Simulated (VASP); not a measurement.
MnS:

```xyz
2
Lattice="1.8300 1.0565 2.9709 -1.8300 1.0565 2.9709 0.0000 -2.1131 2.9709" Properties=species:S:1:pos:R:3 pbc="T T T"
Mn    0.0000    0.0000    0.0000
S     0.0000    0.0000    4.4564
```

Program: VASP 6.6.1. Alike in all runs: task single point; level PBE; potentials or basis VASP PAW PBE potentials, release 64 (Mn_pv, S); cell as given; cutoff (eV) 520; smearing fermi-dirac 0.05 eV.

Order these runs on this cell by their pressure, lowest first.
A. spin collinear, ferromagnetic start; fixed moment (μB) 5.0; k mesh 8 × 8 × 8
B. spin collinear, ferromagnetic start; k mesh 5 × 5 × 5
C. spin off; k mesh 9 × 9 × 9
D. spin collinear, ferromagnetic start; fixed moment (μB) 2.0; k mesh 8 × 8 × 8
E. spin collinear, ferromagnetic start; fixed moment (μB) 1.0; k mesh 8 × 8 × 8

C (-22.6 GPa), D (-19.0 GPa), E (-17.2 GPa), B (-2.8 GPa), A (3.1 GPa).

Caveats: some runs use coarse meshes; a cell with one magnetic atom can't hold antiferromagnetic order, which such compounds often take (some runs); the total moment is fixed, so each spin has its own Fermi level (some runs).
